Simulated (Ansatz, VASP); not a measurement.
# One calculation of Os, two programs

INCAR

```
ALGO = Normal
EDIFF = 1E-6
ENCUT = 520
GGA = PS
ISIF = 2
ISMEAR = -1
LASPH = T
LCHARG = T
LELF = T
LREAL = F
LVHAR = T
LWAVE = F
NBANDS = 15
NELM = 60
PREC = Accurate
SIGMA = 0.05
```

File KPOINTS:

```
k-points
0
Gamma
  9 9 5
```

The input POSCAR:

```
Os
1.0
    2.7887820000      0.0000000000      0.0000000000
   -1.3943910000      2.4151560576      0.0000000000
    0.0000000000      0.0000000000      4.3197000000
Os
2
Direct
    0.6666666667      0.3333333333      0.7500000000
    0.3333333333      0.6666666667      0.2500000000
```

File input.yaml:

```yaml
crystal:
  lattice:
    - [2.788782, 0.0, 0.0]
    - [-1.394391, 2.4151560576, 0.0]
    - [0.0, 0.0, 4.3197]
  atoms:
    - { symbol: Os, position: [0.6666666667, 0.3333333333, 0.75] }
    - { symbol: Os, position: [0.3333333333, 0.6666666667, 0.25] }
hamiltonian:
  xc: pbesol
  pseudopotentials: { kind: paw }
kpoints:
  mp_grid: { grid: [9, 9, 5] }
scf:
  occupations: { method: fermi_dirac, width: 0.05 }
output:
  forces: true
  stress: true
  eigenvalues: true
```

Alike in both runs: task single point; functional PBEsol; k mesh 9 × 9 × 5; occupations fermi-dirac, width 0.05 eV; no spin polarisation.

```csv
,VASP,Ansatz
version,VASP 6.6.1,Ansatz 0.2.0
potentials or method,"VASP PAW PBE potentials, release 64 (Os)",Ansatz PAW
plane-wave cutoff (eV),520,420
valence electrons in the cell,16,32
```

Ansatz gave:

```
gap on the k mesh at the Fermi level (eV)                     : none
pressure (GPa)                                                : -17.6
traceless stress, the component that is largest in VASP (GPa) : 7.08
```

Question: Estimate VASP's values.

Answer: gap on the k mesh at the Fermi level (eV): none; pressure (GPa): -17.6; traceless stress, the component that is largest in VASP (GPa): 6.96.

VASP's potentials were made for PBE, not for PBEsol. A gap of «none» marks a metal or a gap that the smearing closes. VASP's potentials hold 16 valence electrons a cell and Ansatz's 32, so a difference there can come from the potentials and not from the codes.

Spin-orbit coupling is off throughout.
